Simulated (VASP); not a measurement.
Set up this calculation in VASP 6.6.1, as the native input.

```yaml
Task: density of states
Functional: LDA
Potentials_or_basis: VASP PAW LDA potentials, release 64 (Li_sv, H, Ir)
Cutoff: 520 eV
k_mesh: 8 × 8 × 12
Occupations: gaussian, width 0.1 eV
Spin: no spin polarisation
Dipole_correction: no
k_mesh_for_the_DOS: 12 × 12 × 18
Occupations_for_the_DOS: tetrahedron
Further_INCAR_settings: ALGO = Normal; EDIFF = 1e-07
```

The system is Li2H5Ir.

```xyz
8
Lattice="4.8125 0.0000 0.0000 0.0000 4.8125 0.0000 0.0000 0.0000 3.2644" Properties=species:S:1:pos:R:3 pbc="T T T"
Li    0.0000    2.4062    1.6322
Li    2.4062    0.0000    1.6322
H     0.0000    0.0000    1.6322
H     1.1869    1.1869    0.0000
H     3.6255    1.1869    0.0000
H     3.6255    3.6255    0.0000
H     1.1869    3.6255    0.0000
Ir    0.0000    0.0000    0.0000
```

These files were run (other wordings do the same):

POSCAR

```
Li2H5Ir
1.0
    4.8124629000      0.0000000000      0.0000000000
    0.0000000000      4.8124629000      0.0000000000
    0.0000000000      0.0000000000      3.2644310000
Li H Ir
2 5 1
Direct
    0.0000000000      0.5000000000      0.5000000000
    0.5000000000      0.0000000000      0.5000000000
    0.0000000000      0.0000000000      0.5000000000
    0.2466350000      0.2466350000      0.0000000000
    0.7533650000      0.2466350000      0.0000000000
    0.7533650000      0.7533650000      0.0000000000
    0.2466350000      0.7533650000      0.0000000000
    0.0000000000      0.0000000000      0.0000000000
```

INCAR.step1

```
ALGO     = Normal         # electronic algorithm
EDIFF    = 1E-7           # SCF threshold, eV
ENCUT    = 520            # plane-wave cutoff, eV
GGA      = CA             # functional
ISIF     = 2              # what is computed and relaxed
ISMEAR   = 0              # smearing method
LASPH    = True           # aspherical terms in the spheres
LCHARG   = True           # write CHGCAR
LMAXMIX  = 4              # l up to which the mixer works
LREAL    = False          # projectors in reciprocal space
LWAVE    = False          # write WAVECAR
NBANDS   = 20             # bands
NELM     = 60             # most SCF steps
PREC     = Accurate       # precision mode
SIGMA    = 0.1            # smearing width, eV
```

KPOINTS.step1

```
k-points
0
Gamma
  8 8 12
```

INCAR.step2

```
ALGO     = Normal         # electronic algorithm
EDIFF    = 1E-7           # SCF threshold, eV
ENCUT    = 520            # plane-wave cutoff, eV
GGA      = CA             # functional
ICHARG   = 11             # starting density
ISIF     = 2              # what is computed and relaxed
ISMEAR   = -5             # smearing method
LASPH    = True           # aspherical terms in the spheres
LCHARG   = False          # write CHGCAR
LMAXMIX  = 4              # l up to which the mixer works
LORBIT   = 11             # projections on sites
LREAL    = False          # projectors in reciprocal space
LWAVE    = False          # write WAVECAR
NEDOS    = 1001           # points of the DOS
NELM     = 60             # most SCF steps
PREC     = Accurate       # precision mode
SIGMA    = 0.1            # smearing width, eV
```

KPOINTS.step2

```
k-points
0
Gamma
  12 12 18
```

Potentials or basis: VASP PAW LDA potentials, release 64 (Li_sv, H, Ir).

Launch:

```sh
$ cat potpaw_LDA.64/Li_sv/POTCAR potpaw_LDA.64/H/POTCAR potpaw_LDA.64/Ir/POTCAR > POTCAR
$ cp INCAR.step1 INCAR
$ cp KPOINTS.step1 KPOINTS
$ mpirun -np 1 vasp_std > vasp.out
$ cp INCAR.step2 INCAR
$ cp KPOINTS.step2 KPOINTS
$ mpirun -np 1 vasp_std > vasp.out
```

It gave:

```
Valence electrons inside the program's atomic spheres : Li 2.05; H 0.61, 0.54; Ir 8.89
```

Caveat: spin-orbit coupling is left out, which moves the levels of the heavy elements.

It took 8 min on 1 thread of Oxide Virtual Turin-like Processor, on a shared host, peak memory 0.39 GiB.
